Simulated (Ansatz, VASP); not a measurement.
# C in VASP and in Ansatz

The input INCAR:

```
ALGO     = Normal         # electronic algorithm
EDIFF    = 1E-7           # SCF threshold, eV
ENCUT    = 520            # plane-wave cutoff, eV
GGA      = PE             # functional
ISIF     = 2              # what is computed and relaxed
ISMEAR   = 0              # smearing method
IVDW     = 12             # dispersion correction
LASPH    = True           # aspherical terms in the spheres
LCHARG   = False          # write CHGCAR
LREAL    = False          # projectors in reciprocal space
LWAVE    = False          # write WAVECAR
NBANDS   = 16             # bands
NELM     = 100            # most SCF steps
PREC     = Accurate       # precision mode
SIGMA    = 0.15           # smearing width, eV
```

The input KPOINTS:

```
k-points
0
Gamma
  22 22 8
```

The input POSCAR:

```
C
1.0
    1.2327689981     -2.2461887877      0.0000000000
    1.2327689981      2.2461887877      0.0000000000
    0.0000000000      0.0000000000      6.7989836842
C
4
Direct
    0.0833101797      0.9166898203      0.7500000000
    0.5833101797      0.4166898203      0.2500000000
    0.9166898203      0.0833101797      0.2500000000
    0.4166898203      0.5833101797      0.7500000000
```

Input for Ansatz:

```yaml
crystal:
  lattice:
    - [1.2327689981, -2.2461887877, 0.0]
    - [1.2327689981, 2.2461887877, 0.0]
    - [0.0, 0.0, 6.7989836842]
  atoms:
    - { symbol: C, position: [0.0833101797, 0.9166898203, 0.75] }
    - { symbol: C, position: [0.5833101797, 0.4166898203, 0.25] }
    - { symbol: C, position: [0.9166898203, 0.0833101797, 0.25] }
    - { symbol: C, position: [0.4166898203, 0.5833101797, 0.75] }
basis:
  ecutwfc: 420
kpoints:
  mp_grid: { grid: [22, 22, 8] }
hamiltonian:
  xc: pbe
  dispersion: d3bj
scf:
  occupations: { method: gaussian, width: 0.15 }
output:
  forces: true
  stress: true
  eigenvalues: true
```

Change from the starting cell: strain +0.0525 x Voigt [0, 1, 0, 0, 0, 0], atoms carried along.

Alike in both runs: task single point; functional PBE; dispersion D3(BJ); k mesh 22 × 22 × 8; occupations gaussian, width 0.15 eV; no spin polarisation.

|  | VASP | Ansatz |
| --- | --- | --- |
| version | VASP 6.6.1 | Ansatz 0.2.0 |
| potentials or method | VASP PAW PBE potentials, release 64 (C), cutoff 520 eV | scalar-relativistic, plane waves, PAW |
| valence electrons in the cell | 16 | 16 |

```csv
,VASP,Ansatz,Ansatz less VASP
gap on the k mesh at the Fermi level (eV),none,none,-
pressure (GPa),-18.4,-18.8,-0.39
"traceless stress, the component that is largest in VASP (GPa)",-29.53,-29.67,-0.142
rms of the force components (eV/Å),0.117,0.109,-0.0076
```

Atom by atom the forces differ by 0.008 eV/Å (rms over components). A gap of «none» marks a metal or a gap that the smearing closes.
